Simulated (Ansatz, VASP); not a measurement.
Two plane-wave programs on BeTe

Contents of POSCAR:

```
BeTe
1.0
    0.0000000000      2.8286236274      2.9700548088
    2.8286236274      0.0000000000      2.9700548088
    2.8286236274      2.8286236274      0.0000000000
Be Te
1 1
Direct
    0.0000000000      0.0000000000      0.0000000000
    0.2500000000      0.2500000000      0.2500000000
```

The input INCAR.step1:

```
SYSTEM = BeTe
PREC = Accurate
ENCUT = 520
EDIFF = 1E-5
ISMEAR = 0
SIGMA = 0.01
LREAL = .FALSE.
LASPH = .TRUE.
NELM = 60
ALGO = Normal
ISIF = 2
LWAVE = .TRUE.
GGA = PE
NBANDS = 11
```

Contents of INCAR.step2:

```
SYSTEM = BeTe
PREC = Accurate
ENCUT = 520
EDIFF = 1E-6
ISMEAR = 0
SIGMA = 0.01
LREAL = .FALSE.
LASPH = .TRUE.
NELM = 60
ALGO = Normal
ISIF = 2
LWAVE = .FALSE.
LCHARG = .TRUE.
GGA = PE
LHFCALC = .TRUE.
HFSCREEN = 0.2079
PRECFOCK = Normal
LELF = .TRUE.
LVHAR = .TRUE.
ISTART = 1
NBANDS = 11
```

Contents of KPOINTS:

```
regular mesh
0
G
  6 6 6
  0 0 0
```

Input for Ansatz:

```yaml
crystal:
  lattice:
    - [0.0, 2.8286236274, 2.9700548088]
    - [2.8286236274, 0.0, 2.9700548088]
    - [2.8286236274, 2.8286236274, 0.0]
  atoms:
    - { symbol: Be, position: [0.0, 0.0, 0.0] }
    - { symbol: Te, position: [0.25, 0.25, 0.25] }
kpoints:
  mp_grid: { grid: [6, 6, 6] }
  band_path:
    path:
      - [0.0, 0.0, 0.0]
      - [-0.5, -0.5, 0.0]
      - [-0.375, -0.375, 0.25]
      - [-0.375, 0.0, 0.375]
      - [0.0, 0.0, 0.5]
      - [-0.5, -0.25, 0.25]
    npoints: 1
hamiltonian:
  xc: hse06
scf:
  occupations: { method: fixed }
  n_extra_bands: 4
output:
  forces: true
  stress: true
  eigenvalues: true
```

Change from the starting cell: uniaxial_z strain +5.0%.

Alike in both runs: task single point; functional HSE06; k mesh 6 × 6 × 6; no spin polarisation.

|  | VASP | Ansatz |
| --- | --- | --- |
| version | VASP 6.6.1 | Ansatz 0.2.0 |
| potentials or method | VASP PAW PBE potentials, release 64 (Be, Te) | plane waves, PAW |
| plane-wave cutoff (eV) | 520 | 420 |
| occupations | gaussian, width 0.01 eV | fixed |
| valence electrons in the cell | 8 | 18 |

Ansatz gave:

```
gap on the k mesh at the Fermi level (eV)                     : 2.62
pressure (GPa)                                                : -3.4
traceless stress, the component that is largest in VASP (GPa) : -2.18
```

Problem. Estimate VASP's values.

Solution. gap on the k mesh at the Fermi level (eV): 2.60; pressure (GPa): -3.5; traceless stress, the component that is largest in VASP (GPa): -2.18.

VASP's potentials hold 8 valence electrons a cell and Ansatz's 18, so a difference there can come from the potentials and not from the codes. Ansatz's warnings: stress exchange threshold loose, stress scf threshold loose.

Neither program's run includes spin-orbit coupling.
